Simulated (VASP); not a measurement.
# C62N (a cell with a defect) in VASP: single point with PBEsol

Aim: the single point of C62N (a cell with a defect) with PBEsol.

Everything below comes from runs of VASP 6.6.1. Logs are shortened: lines on timing, memory, paths and dates and some standing lists are left out, and cuts for length are marked.

## Step 1: The cell of the first run

The cell holds a defect, 63 atoms: a = 7.140 Å, b = 7.140 Å, c = 7.140 Å, α = 90.00°, β = 90.00°, γ = 90.00°.

## Step 2: Single point, PBEsol

The input, INCAR:

```
ALGO = Normal ; EDIFF = 1E-6
ENCUT = 520 ; GGA = PS
ISIF = 2 ; ISMEAR = -1
LASPH = True ; LCHARG = True
LELF = True ; LREAL = Auto
LVHAR = True ; LWAVE = False
NBANDS = 164 ; NELECT = 252.0
NELM = 100 ; PREC = Accurate
SIGMA = 0.02
```

The input, KPOINTS:

```
k-points
0
Gamma
  2 2 2
```

The input, POSCAR:

```
C62N
1.0
    7.1400000000      0.0000000000      0.0000000000
    0.0000000000      7.1400000000      0.0000000000
    0.0000000000      0.0000000000      7.1400000000
C N
62 1
Direct
    0.5002645658      0.0010582633      0.0005165266
    0.6245358543      0.1251442577      0.1252719888
    0.7488317927      0.2481245098     -0.0018435574
    0.8748515406      0.3742432773      0.1235981793
    0.7485333333     -0.0001410364      0.2512714286
    0.8731319328      0.1239598039      0.3753833333
    0.0028651261     -0.0014913165      0.0032523810
    0.1275876751      0.1260574230      0.1282481793
    0.2499303922      0.2501369748      0.0010935574
    0.3747380952      0.3758802521      0.1242827731
    0.5002211485      0.4968445378     -0.0031149860
    0.6269187675      0.6217232493      0.1215589636
    0.7517983193      0.7478698880      0.0009155462
    0.8777042017      0.8731665266      0.1248224090
    0.2576389356      0.0011873950      0.2584137255
    0.3752211485      0.1391624650      0.3778843137
    0.5019266106      0.2525313725      0.2513879552
    0.6255663866      0.3783796919      0.3730340336
    0.7516640056      0.5011208683      0.2482712885
    0.8773924370      0.6244501401      0.3741742297
    0.7468109244      0.2516735294      0.4918896359
    0.8711810924      0.3717929972      0.6246746499
    0.7585288515     -0.0121910364      0.7593907563
    0.8742450980      0.1242224090      0.8745663866
    0.0001018207      0.4997270308      0.0003053221
    0.1259267507      0.6255485994      0.1258764706
    0.2515060224      0.7507677871      0.0023131653
    0.3776379552      0.8765803922      0.1276176471
    0.0001418768      0.2501796919      0.2499420168
    0.1233969188      0.3768640056      0.3739497199
    0.2506791317      0.5012556022      0.2504084034
    0.3761637255      0.6264158263      0.3757308123
    0.5018805322      0.7499154062      0.2503899160
    0.6386280112      0.8594239496      0.3609536415
   -0.0002628852      0.0012698880      0.5012578431
    0.1238148459      0.1257952381      0.6256359944
    0.2482324930      0.2538224090      0.5016394958
    0.3701455182      0.3791827731      0.6249263305
    0.4994792717      0.5018336134      0.5001515406
    0.6244533613      0.6253382353      0.6247803922
    0.7489219888      0.7510880952      0.5006914566
    0.8741500000      0.8757696078      0.6249086835
    0.2495620448      0.0001154062      0.7502648459
    0.3726018207      0.1237976190      0.8746668067
    0.4896677871      0.2451397759      0.7402542017
    0.6240752101      0.3687592437      0.8681302521
    0.7483327731      0.4977308123      0.7481651261
    0.8744623249      0.6229274510      0.8744288515
    0.0025829132      0.7511456583      0.2517669468
    0.1275567227      0.8772647059      0.3781733894
   -0.0006536415      0.4999023810      0.4997114846
    0.1236955182      0.6247009804      0.6266806723
    0.2531257703      0.7529677871      0.5016831933
    0.3657007003      0.8654498599      0.6373917367
   -0.0014105042      0.2492198880      0.7500002801
    0.1239717087      0.3749491597      0.8756812325
    0.2484871148      0.5019830532      0.7515140056
    0.3747012605      0.6244675070      0.8767883754
    0.5014102241      0.7517861345      0.7498766106
    0.6252364146      0.8754362745      0.8755602241
    0.0005515406      0.7484684874      0.7514246499
    0.1242780112      0.8731151261      0.8776542017
    0.5698205882      0.1130575630      0.5858840336
```

Potentials or basis: VASP PAW PBE potentials, release 64 (C, N).

The run is started by

```sh
cat potpaw_PBE.64/C/POTCAR potpaw_PBE.64/N/POTCAR > POTCAR
mpirun -np 1 vasp_std > vasp.out
```

OUTCAR:

```text
EDIFF = 1E-6
   ENCUT = 520
   GGA = PS
   ISIF = 2
   ISMEAR = -1
   LASPH = True
   LREAL = Auto
   NELECT = 252.0
   NELM = 100
   PREC = Accurate

 ion  position               nearest neighbor table
   1  0.500  0.001  0.001-   2 1.54  28 1.54  60 1.55  44 1.55
   2  0.625  0.125  0.125-   1 1.54   3 1.54   5 1.55  17 1.55
   3  0.749  0.248  0.998-  24 1.54   2 1.54  46 1.55   4 1.56
   4  0.875  0.374  0.124-  25 1.54  19 1.54  29 1.55   3 1.56
   5  0.749  1.000  0.251-  34 1.49   6 1.54   2 1.55  14 1.58
   6  0.873  0.124  0.375-  21 1.53   5 1.54  35 1.55  29 1.56
   7  0.003  0.999  0.003-  14 1.53  62 1.54   8 1.56  24 1.58
   8  0.128  0.126  0.128-  29 1.54   9 1.54   7 1.56  15 1.59
   9  0.250  0.250  0.001-   8 1.54  10 1.54  44 1.55  56 1.55
  10  0.375  0.376  0.124-   9 1.54  11 1.54  31 1.55  17 1.56
  11  0.500  0.497  0.997-  58 1.54  10 1.54  12 1.55  46 1.57
  12  0.627  0.622  0.122-  13 1.53  19 1.53  11 1.55  33 1.58
  13  0.752  0.748  0.001-  12 1.53  48 1.54  14 1.55  60 1.56
  14  0.878  0.873  0.125-   7 1.53  49 1.54  13 1.55   5 1.58
  15  0.258  0.001  0.258-  50 1.54  28 1.55  16 1.55   8 1.59
  16  0.375  0.139  0.378-  37 1.51  17 1.51  15 1.55
  17  0.502  0.253  0.251-  16 1.51  18 1.53   2 1.55  10 1.56
[... 34 lines left out ...]
  52  0.124  0.625  0.627-  61 1.53  57 1.53  51 1.55  53 1.58
  53  0.253  0.753  0.502-  54 1.49  50 1.54  32 1.55  52 1.58
  54  0.366  0.865  0.637-  53 1.49  59 1.50  43 1.50
  55  0.999  0.249  0.750-  36 1.54  24 1.54  22 1.55  56 1.55
  56  0.124  0.375  0.876-  25 1.54  57 1.55   9 1.55  55 1.55
  57  0.248  0.502  0.752-  38 1.53  52 1.53  58 1.54  56 1.55
  58  0.375  0.624  0.877-  11 1.54  57 1.54  27 1.55  59 1.57
  59  0.501  0.752  0.750-  54 1.50  60 1.54  40 1.54  58 1.57
  60  0.625  0.875  0.876-  23 1.50  59 1.54   1 1.55  13 1.56
  61  0.001  0.748  0.751-  52 1.53  62 1.54  48 1.54  42 1.57
  62  0.124  0.873  0.878-   7 1.54  27 1.54  61 1.54  43 1.57
  63  0.570  0.113  0.586-  45 1.56  21 1.74

  LATTYP: Found a simple cubic cell.
 ALAT       =     7.1400000000

  Lattice vectors:

 A1 = (   7.1400000000,   0.0000000000,   0.0000000000)
 A2 = (   0.0000000000,   7.1400000000,   0.0000000000)
 A3 = (   0.0000000000,   0.0000000000,   7.1400000000)

Analysis of symmetry for initial positions (statically):
=====================================================================
 Subroutine PRICEL returns:
 Original cell was already a primitive cell.

 Routine SETGRP: Setting up the symmetry group for a
 simple cubic supercell.

 Subroutine GETGRP returns: Found  1 space group operations
 (whereof  1 operations were pure point group operations)
 out of a pool of 48 trial point group operations.

The static configuration has the point symmetry C_1 .

Analysis of symmetry for dynamics (positions and initial velocities):
=====================================================================
 Subroutine PRICEL returns:
 Original cell was already a primitive cell.

 Routine SETGRP: Setting up the symmetry group for a
 simple cubic supercell.

 Subroutine GETGRP returns: Found  1 space group operations
 (whereof  1 operations were pure point group operations)
 out of a pool of 48 trial point group operations.

The dynamic configuration has the point symmetry C_1 .

 Subroutine INISYM returns: Found  1 space group operations
 (whereof  1 operations are pure point group operations),
 and found     1 'primitive' translations

----------------------------------------------------------------------------------------

                                     Primitive cell

  volume of cell :     363.9943

  direct lattice vectors                    reciprocal lattice vectors
     7.140000000  0.000000000  0.000000000     0.140056022  0.000000000  0.000000000
     0.000000000  7.140000000  0.000000000     0.000000000  0.140056022  0.000000000
[... 137 lines left out ...]

 KPOINTS: k-points

Automatic generation of k-mesh.
 Grid dimensions read from file:
 generate k-points for:    2    2    2

 Generating k-lattice:

  Cartesian coordinates                     Fractional coordinates (reciprocal lattice)
     0.070028011  0.000000000  0.000000000     0.500000000  0.000000000  0.000000000
     0.000000000  0.070028011  0.000000000     0.000000000  0.500000000  0.000000000
     0.000000000  0.000000000  0.070028011     0.000000000  0.000000000  0.500000000

  Length of vectors
     0.070028011  0.070028011  0.070028011

  Shift w.r.t. Gamma in fractional coordinates (k-lattice)
     0.000000000  0.000000000  0.000000000

 Subroutine IBZKPT returns following result:
 ===========================================

 Found      8 irreducible k-points:

 Following reciprocal coordinates:
            Coordinates               Weight
  0.000000  0.000000  0.000000      1.000000
  0.500000  0.000000  0.000000      1.000000
  0.000000  0.500000  0.000000      1.000000
  0.000000  0.000000  0.500000      1.000000
  0.500000  0.500000  0.000000      1.000000
  0.000000  0.500000  0.500000      1.000000
  0.500000  0.000000  0.500000      1.000000
  0.500000  0.500000  0.500000      1.000000
   k-points           NKPTS =      8   k-points in BZ     NKDIM =      8   number of bands    NBANDS=    164
   number of dos      NEDOS =    301   number of ions     NIONS =     63
   total plane-waves  NPLWV = 157464
   dimension x,y,z NGX =    54 NGY =   54 NGZ =   54
   dimension x,y,z NGXF=   108 NGYF=  108 NGZF=  108
   ions per type =              62   1
   NGX,Y,Z   is equivalent  to a cutoff of  12.57, 12.57, 12.57 a.u.
   NGXF,Y,Z  is equivalent  to a cutoff of  25.15, 25.15, 25.15 a.u.
 SYSTEM =  unknown system
   PREC   = accura    normal or accurate (medium, high low for compatibility)
   ISTART =      0    job   : 0-new  1-cont  2-samecut
   ICHARG =      2    charge: 1-file 2-atom 10-const
   ISPIN  =      1    spin polarized calculation?
   LNONCOLLINEAR =      F non collinear calculations
   LSORBIT =      F    spin-orbit coupling
   LASPH  =      T    aspherical Exc in radial PAW
   ENCUT  =  520.0 eV  38.22 Ry    6.18 a.u.  13.28 13.28 13.28*2*pi/ulx,y,z
   NELM   =    100;   NELMIN=  2; NELMDL= -5     # of ELM steps
   EDIFF  = 0.1E-05   stopping-criterion for ELM
   LREAL  =      T    real-space projection
   EDIFFG = 0.1E-04   stopping-criterion for IOM
   NSW    =      0    number of steps for IOM
[... 5 lines left out ...]
   TEBEG  =    0.0;   TEEND  =   0.0 temperature during run
   PSTRESS=    0.0 pullay stress
   NELECT =     252.0000    total number of electrons
   NUPDOWN=      -1.0000    fix difference up-down
   EMIN   =  10.00;   EMAX   =-10.00  energy-range for DOS
   EFERMI =   0.00;   METHOD = LEGACY
   ISMEAR =    -1;   SIGMA  =   0.02  broadening in eV -4-tet -1-fermi 0-gaus
   EFERMI_NEDOS =   21; number of points for ismear=-14 and -15
   IALGO  =     38    algorithm
   IMIX   =      4    mixing-type and parameters
     AMIX     =   0.40;   BMIX     =  1.00
     AMIX_MAG =   1.60;   BMIX_MAG =  1.00
  volume/ion in A,a.u.               =       5.78        38.99
  Fermi-wavevector in a.u.,A,eV,Ry     =   1.448250  2.736795 28.537232  2.097427
  Thomas-Fermi vector in A             =   2.566112
   LORBIT       =      0    0 simple, 1 ext, 2 COOP (PROOUT), +10 PAW based schemes
   GGA     = PS    functional components
   LHFCALC =     F    Hartree Fock is set to
   AEXX    =    0.0000 exact exchange contribution
   IVDW    =     0    specifies the selected vdW correction
   LEPSILON=     F    determine dielectric tensor
   LRPA    =     F    only Hartree local field effects (RPA)
 non-spin polarized calculation
  energy-cutoff  :      520.00
  volume of cell :      363.99
 maximum number of plane-waves:      9808
 NGX is ok and might be reduce to    54
   NGX = 27   NGY = 27   NGZ = 27

 number of electron     251.9999994 magnetization

 Free energy of the ion-electron system (eV)
  ---------------------------------------------------
  ext. energy  EPLUGINS =         0.00000000
  ---------------------------------------------------
  free energy    TOTEN  =      -606.52273157 eV

  energy without entropy =     -606.51517840  energy(sigma->0) =     -606.51895499

 E-fermi :  10.2274     XC(G=0): -13.3250

 val. band max:       10.2133457646   @ k =   0.0000   0.0000   0.0000
 cond. band min:      10.2506924284   @ k =   0.5000   0.0000   0.0000
 fundamental gap:      0.0373466637
 Fermi energy:        10.2273710526

 k-point     1 :       0.0000    0.0000    0.0000
  band No.  band energies     occupation
      1     -12.0070      2.00000
      2      -9.9498      2.00000
      3      -9.8488      2.00000
      4      -9.7484      2.00000
      5      -9.7392      2.00000
      6      -9.6688      2.00000
[... 1117 lines left out ...]
    137      15.3412      0.00000
    138      15.3469      0.00000
 [bands above 138 left out]

------------------------ aborting loop because EDIFF is reached ----------------------------------------

  FORCE on cell =-STRESS in cart. coord.  units (eV):
  Direction    XX          YY          ZZ          XY          YZ          ZX
  --------------------------------------------------------------------------------------
  -------------------------------------------------------------------------------------
  Total      -29.1624878    -18.4749312    -28.2966607     -5.0543220     -3.6819766     -4.1119386
  in kB     -128.3631946    -81.3202636   -124.5521229    -22.2473791    -16.2067886    -18.0993329
  external PRESSURE =    -111.4118603 kB  Pullay stress =       0.0000000 kB

 VOLUME and BASIS-vectors are now :
 -----------------------------------------------------------------------------
  energy-cutoff  :      520.00
  volume of cell :      363.99
      direct lattice vectors                 reciprocal lattice vectors
     7.140000000  0.000000000  0.000000000     0.140056022  0.000000000  0.000000000
     0.000000000  7.140000000  0.000000000     0.000000000  0.140056022  0.000000000
     0.000000000  0.000000000  7.140000000     0.000000000  0.000000000  0.140056022

 POSITION                                       TOTAL-FORCE (eV/Angst)
 -----------------------------------------------------------------------------------
      3.57189      0.00756      0.00369        -0.021368     -0.041334     -0.040609
      4.45919      0.89353      0.89444         0.006136     -0.016565     -0.022440
      5.34666      1.77161      7.12684        -0.020226      0.029431      0.009673
      6.24644      2.67210      0.88249         0.000077      0.015318      0.003962
      5.34453      7.13899      1.79408        -0.092733      0.007814      0.034020
      6.23416      0.88507      2.68024        -0.062068     -0.026642      0.005481
[... 55 lines left out ...]
      0.88734      6.23404      6.26645         0.010320     -0.035735     -0.048421
      4.06852      0.80723      4.18321         4.151854      2.588887      2.601263
 -----------------------------------------------------------------------------------
    total drift:                                0.065204     -0.036931      0.008414

  FREE ENERGIE OF THE ION-ELECTRON SYSTEM (eV)
  ---------------------------------------------------
  free  energy   TOTEN  =      -606.5227315714 eV

  energy  without entropy=     -606.5151784017  energy(sigma->0) =     -606.51895499
```

It took 29 min on 1 thread of Intel Xeon 8259CL, shared host; peak memory 0.58 GiB.

What came out:

```yaml
Free_energy: -606.5227 eV
Largest_force: 5.541 eV/Å
```

Forces in eV/Å, atoms in the order of the input:
```
C   -0.021 -0.041 -0.041
C    0.006 -0.017 -0.022
C   -0.020  0.029  0.010
C    0.000  0.015  0.004
C   -0.093  0.008  0.034
C   -0.062 -0.027  0.005
C   -0.114  0.027 -0.137
C   -0.163  0.003 -0.158
C    0.005 -0.036 -0.068
C   -0.058  0.000 -0.046
C    0.048  0.009  0.031
C   -0.074 -0.011 -0.013
C   -0.083  0.046 -0.071
C   -0.071 -0.010  0.012
C   -0.107  0.011 -0.147
C   -0.800 -0.187 -1.067
C    0.006 -0.184  0.037
C   -0.051  0.074 -0.080
C   -0.073 -0.051  0.017
C   -0.041 -0.033 -0.008
C   -0.882 -0.577  0.548
C   -0.010  0.041 -0.011
C   -0.745  0.411 -0.655
C   -0.061  0.032 -0.041
C   -0.009  0.009 -0.007
C   -0.022 -0.009 -0.008
C    0.000 -0.004 -0.030
C   -0.027 -0.021 -0.068
C   -0.087 -0.050  0.058
C   -0.002 -0.037 -0.026
C   -0.008 -0.046 -0.002
C   -0.050 -0.069 -0.029
C   -0.009 -0.110 -0.088
C   -0.298 -0.148 -0.025
C   -0.038 -0.031 -0.043
C    0.018 -0.037 -0.020
C    0.214 -0.297  0.067
C    0.099 -0.025 -0.027
C   -0.025 -0.036 -0.039
C    0.019 -0.042  0.010
C   -0.045 -0.040  0.012
C   -0.003 -0.086 -0.085
C    0.187  0.041 -0.266
C    0.136 -0.009 -0.072
C    0.552  0.236  0.167
C   -0.081  0.171  0.172
C    0.005  0.023  0.033
C    0.001  0.003  0.016
C   -0.028 -0.015 -0.010
C   -0.078 -0.033 -0.024
C   -0.093 -0.146  0.074
C   -0.125 -0.126 -0.050
C   -0.159 -0.206  0.014
C   -0.467 -0.755 -0.161
C   -0.031 -0.001 -0.027
C   -0.020  0.000 -0.011
C   -0.014 -0.045 -0.040
C   -0.042 -0.057  0.001
C   -0.012 -0.022 -0.126
C   -0.090 -0.112  0.031
C   -0.066  0.046 -0.056
C    0.010 -0.036 -0.048
N    4.152  2.589  2.601
```

Caveat: the k points lie up to 0.44 Å⁻¹ apart; the cell carries a net charge on a neutralising background, which shifts energy and pressure; the cell is charged against a uniform background, so pressure and absolute levels hang on convention; the PAW data sets were made with another functional, which shifts forces and pressure a little.
